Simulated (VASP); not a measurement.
The system is Li.

```
Li
1.0
    -1.75465    1.75465    1.75465
     1.75465   -1.75465    1.75465
     1.75465    1.75465   -1.75465
Li
1
Direct
  0.00000 0.00000 0.00000
```

| Property | Result |
| --- | --- |
| Program | VASP 6.6.1 |
| Task | relaxation of cell and atoms |
| Functional | LDA |
| Potentials or basis | VASP PAW LDA potentials, release 64 (Li_sv) |
| Cutoff | 750 eV |
| k mesh | 11 × 11 × 11, shifted |
| Occupations | fermi-dirac, width 0.1 eV |
| Spin | no spin polarisation |

At the start: pressure -1.7 GPa; volume 21.61 Å³/atom.

Question: How do energy, volume and symmetry change on relaxing?

Answer: Over 4 steps the energy falls by 15.1 meV/atom and the volume is 18.93 Å³/atom (-12.4 %); space group Im-3m (No. 229, to 0.1 Å) before and after.

The path:
```csv
step,energy change (eV),largest force (eV/Å),pressure (GPa),volume (Å³)
1,0.0000,0.0000,-1.66,21.61
2,-0.0065,0.0000,-1.32,20.92
3,-0.0145,0.0000,-0.38,19.45
4,-0.0151,0.0000,0.03,18.93
```

Final structure:
```
Li
1.0
    -1.67884    1.67884    1.67884
     1.67884   -1.67884    1.67884
     1.67884    1.67884   -1.67884
Li
1
Direct
  0.00000 0.00000 0.00000
```
